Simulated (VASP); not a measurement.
Input of a VASP 6.6.1 run:

File INCAR:

```
SYSTEM = BaO
PREC = Accurate ; ENCUT = 1340
EDIFF = 1E-7 ; ISMEAR = 0
SIGMA = 0.02 ; LREAL = .False.
LASPH = .True. ; NELM = 120
ALGO = Normal ; ISIF = 3
LWAVE = .False. ; LCHARG = .False.
GGA = PE ; IBRION = 2
NSW = 80 ; EDIFFG = -0.01
GGA_COMPAT = .False. ; NELMIN = 4
```

KPOINTS

```
regular mesh
0
Gamma
  8 8 8
  0 0 0
```

POSCAR

```
BaO
1.0
    0.0000000000      2.7870094962      2.7870094962
    2.7870094962      0.0000000000      2.7870094962
    2.7870094962      2.7870094962      0.0000000000
Ba O
1 1
Direct
    0.0000000000      0.0000000000      0.0000000000
    0.5000000000      0.5000000000      0.5000000000
```

Potentials or basis: VASP PAW PBE potentials, release 64 (Ba_sv, O_h).

Launch:

```sh
$ cat potpaw_PBE.64/Ba_sv/POTCAR potpaw_PBE.64/O_h/POTCAR > POTCAR
$ mpirun -np 1 vasp_std > vasp.out
```

Task: Estimate the space group after relaxing (to 0.1 Å).

Result: Fm-3m (No. 225).

Task: Predict the relaxed cell.

Result: a = 3.969 Å, b = 3.969 Å, c = 3.969 Å, α = 60.00°, β = 60.00°, γ = 60.00°.

Task: Predict the band gap on the k mesh.

Result: 2.10 eV.

The path:
| step | energy change (eV) | largest force (eV/Å) | pressure (GPa) | volume (Å³) |
| --- | --- | --- | --- | --- |
| 1 | 0.0000 | 0.0000 | 1.50 | 43.30 |
| 2 | -0.0035 | 0.0000 | -0.56 | 44.58 |
| 3 | -0.0041 | 0.0000 | 0.01 | 44.20 |

Caveat: spin-orbit coupling is left out, which moves the levels of the heavy elements. A k mesh can miss the band edges.
